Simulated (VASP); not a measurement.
AgI:

```
Ag I
1.0
     4.58000    0.00000    0.00000
    -2.29000    3.96640    0.00000
     0.00000    0.00000    7.51000
Ag I
2 2
Direct
  0.33333 0.66667 0.00000
  0.66667 0.33333 0.50000
  0.33333 0.66667 0.37500
  0.66667 0.33333 0.87500
```

| Quantity | Value |
| --- | --- |
| Program | VASP 6.6.1 |
| Task | relaxation of cell and atoms |
| Functional | PBE |
| Potentials or basis | VASP PAW PBE potentials, release 64 (Ag, I) |
| Cutoff | 500 eV |
| k mesh | 6 × 6 × 4 |
| Occupations | gaussian, width 0.02 eV |
| Spin | no spin polarisation |

At the start: pressure 2.0 GPa; volume 34.11 Å³/atom.

How do energy, volume and symmetry change on relaxing?

Over 8 steps the energy falls by 13.0 meV/atom and the volume is 36.37 Å³/atom (+6.6 %); space group P6_3mc (No. 186, to 0.1 Å) before and after.

The path:
```csv
step,energy change (eV),largest force (eV/Å),pressure (GPa),volume (Å³)
1,0.0000,0.0210,1.96,136.43
2,-0.0518,0.0026,0.12,144.82
3,-0.0520,0.0016,0.00,145.50
4,-0.0520,0.0019,0.03,145.31
5,-0.0520,0.0005,0.03,145.31
6,-0.0520,0.0011,0.03,145.31
7,-0.0520,0.0010,0.03,145.35
8,-0.0520,0.0008,0.00,145.47
```

Final structure:
```cif
data_structure
_symmetry_space_group_name_H-M 'P 1'
_symmetry_Int_Tables_number 1
_cell_length_a 4.6825
_cell_length_b 4.6825
_cell_length_c 7.6607
_cell_angle_alpha 90.000
_cell_angle_beta 90.000
_cell_angle_gamma 120.000
_cell_volume 145.47
loop_
_atom_site_label
_atom_site_type_symbol
_atom_site_fract_x
_atom_site_fract_y
_atom_site_fract_z
_atom_site_occupancy
Ag1 Ag 0.33333 0.66667 0.00016 1
Ag2 Ag 0.66667 0.33333 0.50016 1
I1 I 0.33333 0.66667 0.37484 1
I2 I 0.66667 0.33333 0.87484 1
```
